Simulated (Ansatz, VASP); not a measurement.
Be: VASP beside Ansatz

File POSCAR:

```
Be
1.0
    2.2226572400      0.0000000000      0.0000000000
   -1.1113286200      1.9248776337      0.0000000000
    0.0000000000      0.0000000000      3.4859528700
Be
2
Direct
    0.6666666667      0.3333333333      0.7500000000
    0.3333333333      0.6666666667      0.2500000000
```

The input INCAR.step1:

```
PREC     = Accurate       # precision mode
ENCUT    = 580            # plane-wave cutoff, eV
EDIFF    = 1E-5           # SCF threshold, eV
ISMEAR   = -1             # smearing method
SIGMA    = 0.15           # smearing width, eV
LREAL    = F              # projectors in reciprocal space
LASPH    = T              # aspherical terms in the spheres
NELM     = 120            # most SCF steps
ALGO     = Normal         # electronic algorithm
ISIF     = 2              # what is computed and relaxed
LWAVE    = T              # write WAVECAR
GGA      = PE             # functional
NBANDS   = 9              # bands
GGA_COMPAT= F
```

File INCAR.step2:

```
PREC     = Accurate       # precision mode
ENCUT    = 580            # plane-wave cutoff, eV
EDIFF    = 1E-6           # SCF threshold, eV
ISMEAR   = -1             # smearing method
SIGMA    = 0.15           # smearing width, eV
LREAL    = F              # projectors in reciprocal space
LASPH    = T              # aspherical terms in the spheres
NELM     = 120            # most SCF steps
ALGO     = Normal         # electronic algorithm
ISIF     = 2              # what is computed and relaxed
LWAVE    = F              # write WAVECAR
LCHARG   = T              # write CHGCAR
METAGGA  = R2SCAN         # meta-GGA
LHFCALC  = T              # exact exchange
AEXX     = 0.1            # exact-exchange fraction
LMIXTAU  = T            
PRECFOCK = Normal       
IVDW     = 12             # dispersion correction
VDW_S6   = 1.0          
VDW_S8   = 1.1236       
VDW_A1   = 0.4709       
VDW_A2   = 5.9157       
LELF     = T              # ELF
LVHAR    = T            
ISTART   = 1            
NBANDS   = 9              # bands
GGA_COMPAT= F
```

KPOINTS

```
Automatic mesh
0
Gamma
  9 9 5
```

The input input.yaml:

```yaml
crystal:
  lattice: { a: 2.22265724, b: 2.22265724, c: 3.48595287, alpha: 90.0, beta: 90.0, gamma: 120.0 }
  space_group: 194
  reduce_to_primitive: true
  atoms:
    - { symbol: Be, wyckoff: "2c", position: [0.6666666667, 0.3333333333, 0.75] }
hamiltonian:
  xc: r2scanh
  pseudopotentials: { kind: paw }
  dispersion: d3bj
kpoints:
  mp_grid: { grid: [9, 9, 5] }
scf:
  occupations: { method: fermi_dirac, width: 0.15 }
  n_extra_bands: 6
output:
  forces: true
  stress: true
  eigenvalues: true
  dos: { projected: true, de: 0.05 }
  write_density: true
  write_potential: true
  elf: true
  volumetric_format: npy
```

Change from the starting cell: volume scaled by 0.92.

Alike in both runs: functional r2SCANh; dispersion D3(BJ); k mesh 9 × 9 × 5; occupations fermi-dirac, width 0.15 eV; no spin polarisation.

|  | VASP | Ansatz |
| --- | --- | --- |
| version | VASP 6.6.1 | Ansatz 0.2.0 |
| potentials or method | VASP PAW PBE potentials, release 64 (Be) | Ansatz PAW |
| plane-wave cutoff (eV) | 580 | 500 |
| valence electrons in the cell | 4 | 4 |
| task | single point | projected density of states |

Ansatz gave:

* gap on the k mesh at the Fermi level (eV): none
* pressure (GPa): 3.6
* traceless stress, the component that is largest in VASP (GPa): -0.68

Question: Which values does VASP return?

Answer: gap on the k mesh at the Fermi level (eV): none; pressure (GPa): 3.7; traceless stress, the component that is largest in VASP (GPa): -0.64.

VASP's potentials were made for PBE, not for r2SCANh. A gap of «none» marks a metal or a gap that the smearing closes.

The k mesh is coarse, so the values compare programs but aren't converged.
